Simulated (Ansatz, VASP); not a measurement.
# Two plane-wave programs on CO2

```
C O
1.0
    -1.96148    1.96148    2.99383
     1.96148   -1.96148    2.99383
     1.96148    1.96148   -2.99383
C O
2 4
Direct
  0.75000 0.25000 0.50000
  0.00000 0.00000 0.00000
  0.70980 0.12500 0.08480
  0.04020 0.62500 0.91520
  0.37500 0.29020 0.41520
  0.87500 0.95980 0.58480
```

Alike in both runs: task single point; functional PBEsol; k mesh 7 × 7 × 7; no spin polarisation.

```csv
,VASP,Ansatz
version,VASP 6.6.1,Ansatz 0.2.0
potentials or method,"VASP PAW PBE potentials, release 64 (C, O), cutoff 520 eV","plane waves, PAW"
occupations,"methfessel-paxton of order 1, width 0.02 eV","cold, width 0.02 eV"
valence electrons in the cell,32,32
```

```csv
,VASP,Ansatz,Ansatz less VASP
pressure (GPa),0.4,-1.3,-1.75
"traceless stress, the component that is largest in VASP (GPa)",-1.43,-1.29,+0.143
```

VASP's potentials were made for PBE, not for PBEsol. Ansatz's warnings: stress scf threshold loose.
